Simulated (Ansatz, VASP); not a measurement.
## Cr: VASP beside Ansatz

```
Cr
1.0
     1.14705   -2.46703    0.00000
     1.14705    2.46703    0.00000
     0.00000    0.00000    4.06431
Cr
2
Direct
  0.12947 0.87053 0.75000
  0.87053 0.12947 0.25000
```

Alike in both runs: task single point; functional PBE; k mesh 22 × 22 × 12; occupations gaussian, width 0.15 eV; no spin polarisation.

|  | VASP | Ansatz |
| --- | --- | --- |
| version | VASP 6.6.1 | Ansatz 0.2.0 |
| potentials or method | VASP PAW PBE potentials, release 64 (Cr_pv), cutoff 520 eV | scalar-relativistic, plane waves, PAW |
| valence electrons in the cell | 24 | 28 |

|  | VASP | Ansatz | Ansatz less VASP |
| --- | --- | --- | --- |
| gap on the k mesh at the Fermi level (eV) | none | none | - |
| pressure (GPa) | 7.3 | 7.6 | +0.31 |
| traceless stress, the component that is largest in VASP (GPa) | 3.33 | 3.35 | +0.025 |
| rms of the force components (eV/Å) | 0.093 | 0.096 | +0.0021 |

Atom by atom the forces differ by 0.002 eV/Å (rms over components). A gap of «none» marks a metal or a gap that the smearing closes. VASP's potentials hold 24 valence electrons a cell and Ansatz's 28, so a difference there can come from the potentials and not from the codes.
